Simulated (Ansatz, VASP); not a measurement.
Two plane-wave programs on TaN

File POSCAR:

```
TaN
1.0
    5.1960008669      0.0000000000      0.0000000000
   -2.5980004334      4.4998687488      0.0000000000
    0.0000000000      0.0000000000      2.9110000000
Ta N
3 3
Direct
    0.3333333333      0.6666666667      0.5000000000
    0.6666666667      0.3333333333      0.5000000000
    0.0000000000      0.0000000000      0.0000000000
    0.3928500000      0.0000000000      0.0000000000
    0.6071500000      0.6071500000      0.0000000000
    0.0000000000      0.3928500000      0.0000000000
```

INCAR.step1

```
PREC = Accurate ; ENCUT = 660
ISMEAR = 0 ; SIGMA = 0.1
LREAL = False ; LASPH = True
NELM = 120 ; NBANDS = 36
GGA = PE ; ALGO = Normal
EDIFF = 1E-5 ; LWAVE = True
LCHARG = False ; GGA_COMPAT = False
```

The input INCAR.step2:

```
PREC = Accurate ; ENCUT = 660
EDIFF = 1E-6 ; ISMEAR = 0
SIGMA = 0.1 ; LREAL = False
LASPH = True ; NELM = 120
ALGO = Normal ; ISIF = 2
LWAVE = False ; LCHARG = False
METAGGA = R2SCAN ; LMIXTAU = True
NBANDS = 36 ; ISTART = 1
GGA_COMPAT = False
```

Contents of KPOINTS:

```
regular mesh
0
Gamma
  6 6 6
```

Input for Ansatz:

```yaml
crystal:
  lattice:
    - [5.1960008669, 0.0, 0.0]
    - [-2.5980004334, 4.4998687488, 0.0]
    - [0.0, 0.0, 2.911]
  atoms:
    - { symbol: Ta, position: [0.3333333333, 0.6666666667, 0.5] }
    - { symbol: Ta, position: [0.6666666667, 0.3333333333, 0.5] }
    - { symbol: Ta, position: [0.0, 0.0, 0.0] }
    - { symbol: "N", position: [0.39285, 0.0, 0.0] }
    - { symbol: "N", position: [0.60715, 0.60715, 0.0] }
    - { symbol: "N", position: [0.0, 0.39285, 0.0] }
basis:
  ecutwfc: 500
kpoints:
  mp_grid: { grid: [6, 6, 6] }
hamiltonian:
  xc: r2scan
scf:
  occupations: { method: gaussian, width: 0.1 }
output:
  forces: true
  stress: true
  eigenvalues: true
```

Alike in both runs: task single point; functional r2SCAN; k mesh 6 × 6 × 6; occupations gaussian, width 0.1 eV; no spin polarisation.

```csv
,VASP,Ansatz
version,VASP 6.6.1,Ansatz 0.2.0
potentials or method,"VASP PAW PBE potentials, release 64 (Ta_sv_GW, N), cutoff 660 eV","scalar-relativistic, plane waves, PAW"
valence electrons in the cell,54,54
```

```csv
,VASP,Ansatz,Ansatz less VASP
gap on the k mesh at the Fermi level (eV),none,none,-
pressure (GPa),0.4,0.3,-0.11
"traceless stress, the component that is largest in VASP (GPa)",-1.16,-1.05,+0.110
rms of the force components (eV/Å),0.008,0.013,+0.0054
```

VASP's potentials were made for PBE, not for r2SCAN. Atom by atom the forces differ by 0.005 eV/Å (rms over components). A gap of «none» marks a metal or a gap that the smearing closes. The functional is the same, so the differences come from potentials, cutoffs and numerics.

Spin-orbit coupling is off throughout.
